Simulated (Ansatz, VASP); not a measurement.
**Tl in VASP and in Ansatz**

```xyz
2
Lattice="3.4595 0.0000 0.0000 -1.7297 2.9960 0.0000 0.0000 0.0000 5.5177" Properties=species:S:1:pos:R:3 pbc="T T T"
Tl    0.0000    1.9973    1.3794
Tl    1.7297    0.9987    4.1383
```

Alike in both runs: task single point; functional PBEsol; k mesh 17 × 17 × 10; occupations fermi-dirac, width 0.1 eV; no spin polarisation.

|  | VASP | Ansatz |
| --- | --- | --- |
| version | VASP 6.6.1 | Ansatz 0.2.0 |
| potentials or method | VASP PAW PBE potentials, release 64 (Tl_d), cutoff 520 eV | plane waves (420 eV) with PAW, scalar-relativistic |
| valence electrons in the cell | 26 | 26 |

```tsv
	VASP	Ansatz	Ansatz less VASP
pressure (GPa)	-0.1	0.0	+0.07
traceless stress, the component that is largest in VASP (GPa)	-0.14	-0.13	+0.003
```

VASP's potentials were made for PBE, not for PBEsol, and Ansatz warns of the same on its side. With one functional, cell and mesh, what is left measures potentials, basis and numerics.

Neither program's run includes spin-orbit coupling.
